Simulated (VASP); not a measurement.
# NdAgO4 (P4/mmm) in VASP: further runs, part 2 of 2

VASP 6.6.1.

### 4 Relaxation of cell and atoms, PBE

INCAR

```
  ALGO = Normal
  EDIFF = 1E-7
  EDIFFG = -0.04
  ENCUT = 600
  GGA = PE
  GGA_COMPAT = F
  IBRION = 2
  ISIF = 3
  ISMEAR = 0
  LASPH = T
  LCHARG = F
  LMAXMIX = 6
  LREAL = F
  LWAVE = F
  NELM = 200
  NELMIN = 4
  NSW = 90
  PREC = Accurate
  SIGMA = 0.1
```

KPOINTS

```
k-points
0
Gamma
  6 6 4
```

POSCAR

```
NdAgO4
1.0
    3.7033918900      0.0000000000      0.0000000000
    0.0000000000      3.7033918900      0.0000000000
    0.0000000000      0.0000000000      5.3151938900
Nd Ag O
1 1 4
Direct
    0.0000000000      0.0000000000      0.0000000000
    0.5000000000      0.5000000000      0.5000000000
    0.5000000000      0.0000000000      0.7338745000
    0.0000000000      0.5000000000      0.2661255000
    0.5000000000      0.0000000000      0.2661255000
    0.0000000000      0.5000000000      0.7338745000
```

Run with:

```sh
> cat potpaw_PBE.64/Nd_3/POTCAR potpaw_PBE.64/Ag/POTCAR potpaw_PBE.64/O/POTCAR > POTCAR
> mpirun -np 1 vasp_std > vasp.out
```

Wall time 10 min (1 thread of Intel Xeon Platinum 8259CL at 2.50GHz (Skylake/Cascade Lake), shared host); peak memory 0.25 GiB.

Results (log left out):

- Free energy: -32.8725 eV
- Relaxed volume: 13.51 Å³/atom
- Relaxed cell: a = 3.903 Å, b = 3.903 Å, c = 5.323 Å, α = 90.00°, β = 90.00°, γ = 90.00°
- Space group after relaxing (to 0.1 Å): P4/mmm (No. 123)
- Energy gained by relaxing: 70.3 meV/atom
- Ionic steps: 10
- Pressure after relaxing: -0.1 GPa
- Largest force after relaxing: 0.021 eV/Å
- Band gap on the k mesh: zero (bands 23 and 24 overlap by 0.57 eV)

Forces on the atoms (eV/Å):
```
Nd   0.000  0.000  0.000
Ag   0.000  0.000  0.000
O    0.000  0.000 -0.021
O    0.000  0.000  0.021
O    0.000  0.000  0.021
O    0.000  0.000 -0.021
```

Stress tensor (GPa, compression positive):
```
-0.02  0.00  0.00
 0.00 -0.02  0.00
 0.00  0.00 -0.24
```

Step by step:
| step | energy change (eV) | largest force (eV/Å) | pressure (GPa) | volume (Å³) |
| --- | --- | --- | --- | --- |
| 1 | 0.0000 | 0.7540 | 17.00 | 72.90 |
| 2 | -0.2051 | 0.3776 | -8.57 | 87.36 |
| 3 | -0.4079 | 0.0190 | -0.18 | 80.80 |
| 4 | -0.4079 | 0.0310 | 0.09 | 80.64 |
| 5 | -0.4117 | 0.0128 | 0.15 | 80.61 |
| 6 | -0.4181 | 0.0385 | 0.37 | 80.52 |
| 7 | -0.4190 | 0.0617 | 0.50 | 80.47 |
| 8 | -0.4205 | 0.0470 | -0.61 | 81.30 |
| 9 | -0.4207 | 0.0505 | -0.33 | 81.09 |
| 10 | -0.4216 | 0.0207 | -0.09 | 81.07 |

Final structure:
```cif
data_structure
_symmetry_space_group_name_H-M 'P 1'
_symmetry_Int_Tables_number 1
_cell_length_a 3.9028
_cell_length_b 3.9028
_cell_length_c 5.3226
_cell_angle_alpha 90.000
_cell_angle_beta 90.000
_cell_angle_gamma 90.000
_cell_volume 81.07
loop_
_atom_site_label
_atom_site_type_symbol
_atom_site_fract_x
_atom_site_fract_y
_atom_site_fract_z
_atom_site_occupancy
Nd1 Nd 0.00000 0.00000 0.00000 1
Ag1 Ag 0.50000 0.50000 0.50000 1
O1 O 0.50000 0.00000 0.73068 1
O2 O 0.00000 0.50000 0.26932 1
O3 O 0.50000 0.00000 0.26932 1
O4 O 0.00000 0.50000 0.73068 1
```

Levels at points of the mesh, in eV from the Fermi level:
| k point | band 19 | band 20 | band 21 | band 22 | band 23 | band 24 | band 25 | band 26 | band 27 |
| --- | --- | --- | --- | --- | --- | --- | --- | --- | --- |
| (0.00, 0.00, 0.00) | -1.02 | -0.45 | -0.45 | -0.12 | 0.18 | 0.64 | 0.64 | 4.26 | 6.13 |
| (0.50, 0.00, 0.00) | -1.95 | -0.52 | -0.48 | -0.35 | -0.32 | 0.45 | 0.47 | 6.40 | 6.46 |
| (0.50, 0.50, 0.00) | -1.25 | -0.78 | -0.23 | 0.04 | 0.08 | 0.08 | 0.76 | 4.67 | 7.15 |
| (0.00, 0.00, 0.50) | -0.89 | -0.89 | -0.44 | -0.44 | 0.02 | 0.45 | 0.45 | 5.70 | 6.51 |
| (0.50, 0.00, 0.50) | -1.49 | -1.16 | -0.94 | -0.64 | -0.59 | -0.27 | 0.03 | 6.65 | 6.89 |
| (0.50, 0.50, 0.50) | -0.90 | -0.58 | -0.34 | -0.20 | -0.15 | -0.15 | 0.87 | 5.36 | 7.58 |

Caveat: spin-orbit coupling is left out, which moves the levels of the heavy elements; the 4f electrons are frozen in the core, so they carry no moment and show no levels; the run has no spin polarisation, though such a crystal can be magnetic.

### 5 Single point, PBE, collinear spin

This run uses another cell than the first one, of 13.45 Å³/atom.

INCAR

```
PREC = Accurate
ENCUT = 600
EDIFF = 1E-6
ISMEAR = 0
SIGMA = 0.1
LREAL = False
LASPH = True
NELM = 200
ALGO = Normal
ISIF = 2
LWAVE = False
LCHARG = False
ISPIN = 2
MAGMOM = 0 1 0 0 0 0
LORBIT = 11
LMAXMIX = 6
GGA = PE
NBANDS = 36
GGA_COMPAT = False
```

KPOINTS

```
regular mesh
0
Gamma
  4 4 4
```

POSCAR

```
NdAgO4
1.0
    3.8740199967      0.0000000000      0.0000000000
    0.0000000000      3.8740199967      0.0000000000
    0.0000000000      0.0000000000      5.3770146539
Nd Ag O
1 1 4
Direct
    0.0000000000      0.0000000000      0.0000000000
    0.5000000000      0.5000000000      0.5000000000
    0.5000000000      0.0000000000      0.7299959745
    0.0000000000      0.5000000000      0.2700040255
    0.5000000000      0.0000000000      0.2700040255
    0.0000000000      0.5000000000      0.7299959745
```

Run with:

```sh
> cat potpaw_PBE.64/Nd_3/POTCAR potpaw_PBE.64/Ag/POTCAR potpaw_PBE.64/O/POTCAR > POTCAR
> mpirun -np 1 vasp_std > vasp.out
```

Wall time 3.1 min (1 thread of Intel Xeon Platinum 8259CL at 2.50GHz (Skylake/Cascade Lake), shared host); peak memory 0.31 GiB.

Results (log left out):

| Property | Result |
| --- | --- |
| Free energy | -32.9421 eV |
| Pressure | 1.0 GPa |
| Largest force | 0.063 eV/Å |
| Net moment | 2.13 μB per cell |
| Site moments | Nd -0.01; Ag +0.28; O +0.39 μB |
| Valence electrons inside the program's atomic spheres | Nd 8.80; Ag 9.51; O 4.87 |

Forces in eV/Å, atoms in the order of the input:
```
Nd   0.000  0.000  0.000
Ag   0.000  0.000  0.000
O    0.000  0.000  0.063
O    0.000  0.000 -0.063
O    0.000  0.000 -0.063
O    0.000  0.000  0.063
```

Stress tensor (GPa, compression positive):
```
 1.96  0.00  0.00
 0.00  1.96  0.00
 0.00  0.00 -1.06
```

Levels at points of the mesh, in eV from the Fermi level:
Spin up:
| k point | band 22 | band 23 | band 24 | band 25 | band 26 | band 27 |
| --- | --- | --- | --- | --- | --- | --- |
| (0.00, 0.00, 0.00) | -0.71 | -0.48 | 0.38 | 0.38 | 4.12 | 6.03 |
| (0.50, 0.00, 0.00) | -0.73 | -0.58 | -0.13 | 0.23 | 6.30 | 6.36 |
| (0.50, 0.50, 0.00) | -0.49 | -0.49 | -0.19 | 0.47 | 4.43 | 7.20 |
| (0.00, 0.00, 0.50) | -0.68 | -0.36 | 0.21 | 0.21 | 5.40 | 6.46 |
| (0.50, 0.00, 0.50) | -1.17 | -0.87 | -0.58 | -0.17 | 6.48 | 6.78 |
| (0.50, 0.50, 0.50) | -0.60 | -0.60 | -0.42 | 0.56 | 5.06 | 7.59 |
Spin down:
```csv
k point,band 19,band 20,band 21,band 22,band 23,band 24,band 25,band 26
"(0.00, 0.00, 0.00)",-0.61,-0.18,-0.18,0.26,0.62,1.01,1.01,4.22
"(0.50, 0.00, 0.00)",-1.67,-0.35,-0.31,0.00,0.09,0.83,0.90,6.38
"(0.50, 0.50, 0.00)",-1.15,-0.53,0.18,0.28,0.47,0.47,1.19,4.50
"(0.00, 0.00, 0.50)",-0.57,-0.57,-0.27,-0.27,0.51,0.82,0.82,5.65
"(0.50, 0.00, 0.50)",-1.34,-0.79,-0.70,-0.45,-0.21,0.10,0.35,6.61
"(0.50, 0.50, 0.50)",-0.75,-0.33,0.05,0.08,0.32,0.32,1.29,5.24
```

Caveat: the k points lie up to 0.41 Å⁻¹ apart; the magnetic or orbital state may not be the lowest; spin-orbit coupling is left out, which moves the levels of the heavy elements; the 4f electrons are frozen in the core, so they carry no moment and show no levels. With open d or f shells a metallic result of PBE can be an artefact of self-interaction; +U or a hybrid may open a gap.

### 6 Single point, PBE, collinear spin

INCAR

```
SYSTEM = NdAgO4
PREC     = Accurate       ! precision mode
ENCUT    = 600            ! plane-wave cutoff, eV
EDIFF    = 1E-6           ! SCF threshold, eV
ISMEAR   = 0              ! smearing method
SIGMA    = 0.1            ! smearing width, eV
LREAL    = .False.        ! projectors in reciprocal space
LASPH    = .True.         ! aspherical terms in the spheres
NELM     = 200            ! most SCF steps
ALGO     = Normal         ! electronic algorithm
ISIF     = 2              ! what is computed and relaxed
LWAVE    = .False.        ! write WAVECAR
LCHARG   = .True.         ! write CHGCAR
ISPIN    = 2              ! spin polarisation
MAGMOM   = 0 1 0 0 0 0    ! initial moments
LORBIT   = 11             ! projections on sites
LMAXMIX  = 6              ! l up to which the mixer works
GGA      = PE             ! functional
LELF     = .True.         ! ELF
LVHAR    = .True.       
NBANDS   = 36             ! bands
GGA_COMPAT= .False.
```

KPOINTS

```
Automatic mesh
0
Gamma
  6 6 4
  0 0 0
```

POSCAR

```
NdAgO4
1.0
    3.7033918900      0.0000000000      0.0000000000
    0.0000000000      3.7033918900      0.0000000000
    0.0000000000      0.0000000000      5.3151938900
Nd Ag O
1 1 4
Direct
    0.0000000000      0.0000000000      0.0000000000
    0.5000000000      0.5000000000      0.5000000000
    0.5000000000      0.0000000000      0.7338745000
    0.0000000000      0.5000000000      0.2661255000
    0.5000000000      0.0000000000      0.2661255000
    0.0000000000      0.5000000000      0.7338745000
```

Potentials or basis: VASP PAW PBE potentials, release 64 (Nd_3, Ag, O), 4f in core.

Run with:

```sh
> cat potpaw_PBE.64/Nd_3/POTCAR potpaw_PBE.64/Ag/POTCAR potpaw_PBE.64/O/POTCAR > POTCAR
> mpirun -np 1 vasp_std > vasp.out
```

OUTCAR:

```text
SYSTEM = NdAgO4
   PREC = Accurate
   ENCUT = 600
   EDIFF = 1E-6
   ISMEAR = 0
   LREAL = .False.
   LASPH = .True.
   NELM = 200
   ISIF = 2
   ISPIN = 2
   LORBIT = 11
   GGA = PE

 ion  position               nearest neighbor table
   1  0.000  0.000  0.000-   3 2.33   4 2.33   5 2.33   6 2.33   4 2.33   6 2.33   3 2.33   5 2.33

   2  0.500  0.500  0.500-   3 2.23   4 2.23   5 2.23   6 2.23   3 2.23   5 2.23   4 2.23   6 2.23

   3  0.500  0.000  0.734-   2 2.23   2 2.23   1 2.33   1 2.33
   4  0.000  0.500  0.266-   2 2.23   2 2.23   1 2.33   1 2.33
   5  0.500  0.000  0.266-   2 2.23   2 2.23   1 2.33   1 2.33
   6  0.000  0.500  0.734-   2 2.23   2 2.23   1 2.33   1 2.33

  LATTYP: Found a simple tetragonal cell.
 ALAT       =     3.7033918900
 C/A-ratio  =     1.4352231813

  Lattice vectors:

 A1 = (   3.7033918900,   0.0000000000,   0.0000000000)
 A2 = (   0.0000000000,   3.7033918900,   0.0000000000)
 A3 = (   0.0000000000,   0.0000000000,   5.3151938900)

[... 2045 lines left out ...]
  -------------------------------------------------------------------------------------
  Total        7.9675840      7.9675840      7.2116773      0.0000000      0.0000000      0.0000000
  in kB      175.1131583    175.1131583    158.4996889      0.0000000      0.0000000      0.0000000
  external PRESSURE =     169.5753352 kB  Pullay stress =       0.0000000 kB

 VOLUME and BASIS-vectors are now :
 -----------------------------------------------------------------------------
  energy-cutoff  :      600.00
  volume of cell :       72.90
      direct lattice vectors                 reciprocal lattice vectors
     3.703391890  0.000000000  0.000000000     0.270022733  0.000000000  0.000000000
     0.000000000  3.703391890  0.000000000     0.000000000  0.270022733  0.000000000
     0.000000000  0.000000000  5.315193890     0.000000000  0.000000000  0.188139891

 POSITION                                       TOTAL-FORCE (eV/Angst)
 -----------------------------------------------------------------------------------
      0.00000      0.00000      0.00000        -0.000000      0.000000      0.000000
      1.85170      1.85170      2.65760        -0.000000      0.000000      0.000000
      1.85170      0.00000      3.90069         0.000000     -0.000000     -0.754076
      0.00000      1.85170      1.41451        -0.000000     -0.000000      0.754076
      1.85170      0.00000      1.41451        -0.000000      0.000000      0.754076
      0.00000      1.85170      3.90069        -0.000000      0.000000     -0.754076
 -----------------------------------------------------------------------------------
    total drift:                                0.000000      0.000000      0.000000

  FREE ENERGIE OF THE ION-ELECTRON SYSTEM (eV)
  ---------------------------------------------------
  free  energy   TOTEN  =       -32.4508169981 eV

  energy  without entropy=      -32.4189433908  energy(sigma->0) =      -32.43488019

 total charge

# of ion       s       p       d       tot
------------------------------------------
    1        2.112   5.964   0.945   9.021
    2        0.327   0.396   8.847   9.571
    3        1.593   3.319   0.000   4.913
    4        1.593   3.319   0.000   4.913
    5        1.593   3.319   0.000   4.913
    6        1.593   3.319   0.000   4.913
--------------------------------------------------
tot          8.814  19.637   9.792  38.243

 magnetization (x)

# of ion       s       p       d       tot
------------------------------------------
    1       -0.000   0.000  -0.000  -0.000
    2       -0.000  -0.000   0.000   0.000
    3       -0.000   0.000   0.000   0.000
    4       -0.000   0.000   0.000   0.000
    5       -0.000   0.000   0.000   0.000
    6       -0.000   0.000   0.000   0.000
--------------------------------------------------
tot         -0.000   0.001   0.000   0.001
```

OSZICAR:

```text
N       E                     dE             d eps       ncg     rms          rms(c)
DAV:   1     0.368008553720E+03    0.36801E+03   -0.26343E+04  4320   0.141E+03
DAV:   2    -0.214106892987E+02   -0.38942E+03   -0.36435E+03  4868   0.347E+02
DAV:   3    -0.462099449036E+02   -0.24799E+02   -0.24369E+02  5272   0.881E+01
DAV:   4    -0.469915686665E+02   -0.78162E+00   -0.77863E+00  6332   0.116E+01
[... 29 lines left out ...]
DAV:  34    -0.324508148380E+02   -0.53177E-04   -0.58139E-05  4764   0.391E-02    0.132E-01
DAV:  35    -0.324508170490E+02   -0.22110E-05   -0.53621E-05  5148   0.578E-02    0.291E-02
DAV:  36    -0.324508177516E+02   -0.70265E-06   -0.50838E-05  4896   0.433E-02    0.293E-02
DAV:  37    -0.324508169981E+02    0.75356E-06   -0.44859E-06  4580   0.144E-02
   1 F= -.32450817E+02 E0= -.32434880E+02  d E =-.318736E-01  mag=    -0.0033
```

Run time: 7.9 min. Hardware: 1 thread of Intel Xeon Platinum 8259CL at 2.50GHz (Skylake/Cascade Lake), shared host; peak memory 0.32 GiB.

What came out:

| Property | Result |
| --- | --- |
| Free energy | -32.4508 eV |
| Pressure | 17.0 GPa |
| Largest force | 0.754 eV/Å |
| Band gap on the k mesh | zero (filled and empty bands overlap) |
| Net moment | 0.00 μB per cell |
| Valence electrons inside the program's atomic spheres | Nd 9.02; Ag 9.57; O 4.91 |

Forces on the atoms (eV/Å):
```
Nd   0.000  0.000  0.000
Ag   0.000  0.000  0.000
O    0.000  0.000 -0.754
O    0.000  0.000  0.754
O    0.000  0.000  0.754
O    0.000  0.000 -0.754
```

Levels at points of the mesh, in eV from the Fermi level:
Spin up:
| k point | band 19 | band 20 | band 21 | band 22 | band 23 | band 24 | band 25 | band 26 | band 27 | band 28 |
| --- | --- | --- | --- | --- | --- | --- | --- | --- | --- | --- |
| (0.00, 0.00, 0.00) | -0.98 | -0.53 | -0.40 | -0.40 | -0.15 | 0.72 | 0.72 | 4.33 | 6.84 | 7.34 |
| (0.50, 0.00, 0.00) | -2.13 | -0.86 | -0.50 | -0.49 | -0.15 | 0.35 | 0.50 | 6.83 | 6.95 | 8.15 |
| (0.50, 0.50, 0.00) | -1.35 | -0.72 | -0.23 | -0.12 | -0.12 | 0.08 | 0.86 | 4.39 | 8.03 | 9.91 |
| (0.00, 0.00, 0.50) | -0.92 | -0.92 | -0.47 | -0.47 | 0.18 | 0.52 | 0.52 | 5.66 | 7.30 | 7.37 |
| (0.50, 0.00, 0.50) | -1.73 | -1.23 | -0.86 | -0.74 | -0.68 | -0.28 | -0.02 | 7.09 | 7.40 | 8.49 |
| (0.50, 0.50, 0.50) | -0.85 | -0.55 | -0.34 | -0.13 | -0.04 | -0.04 | 0.97 | 5.22 | 8.46 | 9.29 |
Spin down:
```tsv
k point	band 19	band 20	band 21	band 22	band 23	band 24	band 25	band 26	band 27	band 28
(0.00, 0.00, 0.00)	-0.98	-0.53	-0.40	-0.40	-0.15	0.72	0.72	4.33	6.84	7.34
(0.50, 0.00, 0.00)	-2.13	-0.86	-0.50	-0.49	-0.15	0.35	0.50	6.83	6.95	8.15
(0.50, 0.50, 0.00)	-1.35	-0.72	-0.23	-0.12	-0.12	0.08	0.86	4.39	8.03	9.91
(0.00, 0.00, 0.50)	-0.92	-0.92	-0.47	-0.47	0.18	0.52	0.52	5.66	7.30	7.37
(0.50, 0.00, 0.50)	-1.73	-1.23	-0.86	-0.74	-0.68	-0.28	-0.02	7.09	7.40	8.50
(0.50, 0.50, 0.50)	-0.85	-0.55	-0.34	-0.13	-0.04	-0.04	0.97	5.22	8.46	9.29
```

Caveat: the magnetic or orbital state may not be the lowest; the cell stands under pressure; the moments typed at the start vanished in this run; spin-orbit coupling is left out, which moves the levels of the heavy elements; the 4f electrons are frozen in the core, so they carry no moment and show no levels. With open d or f shells a metallic result of PBE can be an artefact of self-interaction; +U or a hybrid may open a gap.

### 7 The runs side by side

```tsv
task	spin	cell	k mesh	gap on the mesh (eV)	pressure (GPa)	moment (μB)	largest force (eV/Å)
single point	off	a = 3.703, b = 3.703, c = 5.315 Å, 6 atoms, atomic positions A	6 × 6 × 4	none	17.0	-	0.75
single point	off	a = 3.874, b = 3.874, c = 5.377 Å, 6 atoms, atomic positions B	6 × 6 × 4	none	0.1	-	0.01
relaxation of cell and atoms	off	relaxed from a = 3.703, b = 3.703, c = 5.315 Å, 6 atoms, atomic positions A	6 × 6 × 4	none	-0.1	-	0.02
single point	collinear	a = 3.874, b = 3.874, c = 5.377 Å, 6 atoms, atomic positions B	4 × 4 × 4	none	1.0	2.13	0.06
single point	collinear	a = 3.703, b = 3.703, c = 5.315 Å, 6 atoms, atomic positions A	6 × 6 × 4	none	17.0	0.00	0.75
```

Alike in all rows: level PBE; potentials or basis VASP PAW PBE potentials, release 64 (Nd_3, Ag, O), 4f in core; cutoff (eV) 600; smearing gaussian 0.1 eV.

Caveats: some runs use coarse meshes; spin-orbit coupling is left out, which moves the levels of the heavy elements; the 4f electrons are frozen in the core, so they carry no moment and show no levels; the cell stands under pressure (at least some runs); the magnetic or orbital state may not be the lowest (at least some runs); the moments typed at the start vanished in this run (at least some runs).

Total energies depend on the potentials used, so only differences within one code and one set of settings carry meaning.
